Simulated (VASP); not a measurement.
Write the native input for VASP 6.6.1 that does the following.

| Quantity | Value |
| --- | --- |
| Task | single point |
| Functional | PBE |
| Potentials or basis | VASP PAW PBE potentials, release 64 (Si) |
| Cutoff | 520 eV |
| k mesh | 12 × 12 × 6 |
| Occupations | gaussian, width 0.05 eV |
| Spin | no spin polarisation |
| Dipole correction | no |
| Further INCAR settings | ALGO = Normal; EDIFF = 1e-06; NBANDS = 16 |

The structure of Si lies in POSCAR:

```
Si
1.0
    3.9946794941      0.0000000000      0.0000000000
   -1.9973397471      3.4594939219      0.0000000000
    0.0000000000      0.0000000000      5.9153213949
Si
4
Direct
    0.3333333333      0.6666666667      0.0393645135
    0.6666666667      0.3333333333      0.5393645135
    0.3333333333      0.6666666667      0.4606354865
    0.6666666667      0.3333333333      0.9606354865
```

This isn't the form of Si at room conditions, which is diamond.

This cell differs from its parent crystal: atoms shifted along a free coordinate, c/a of the conventional cell at fixed volume 1.4808.

These files were run (other wordings do the same):

INCAR

```
PREC     = Accurate       # precision mode
ENCUT    = 520            # plane-wave cutoff, eV
EDIFF    = 1E-6           # SCF threshold, eV
ISMEAR   = 0              # smearing method
SIGMA    = 0.05           # smearing width, eV
LREAL    = False          # projectors in reciprocal space
LASPH    = True           # aspherical terms in the spheres
NELM     = 100            # most SCF steps
ALGO     = Normal         # electronic algorithm
ISIF     = 2              # what is computed and relaxed
LWAVE    = False          # write WAVECAR
LCHARG   = False          # write CHGCAR
GGA      = PE             # functional
NBANDS   = 16             # bands
```

KPOINTS

```
regular mesh
0
Gamma
  12 12 6
```

Potentials or basis: VASP PAW PBE potentials, release 64 (Si).

Launch:

```sh
$ cat potpaw_PBE.64/Si/POTCAR > POTCAR
$ mpirun -np 1 vasp_std > vasp.out
```

Results of the run:

```json
{
 "Pressure": "-1.0 GPa",
 "Largest force": "1.458 eV/Å",
 "Band gap on the k mesh": "zero (bands 8 and 9 overlap by 0.74 eV)"
}
```

Caveat: semilocal functionals underestimate gaps, so a narrow gap can read as zero; forces of over 1 eV/Å act on the atoms, so gaps and moduli don't describe the material at rest.

Run time: 110 s on 1 thread of Intel Xeon 8259CL, on a shared host, peak memory 0.23 GiB.
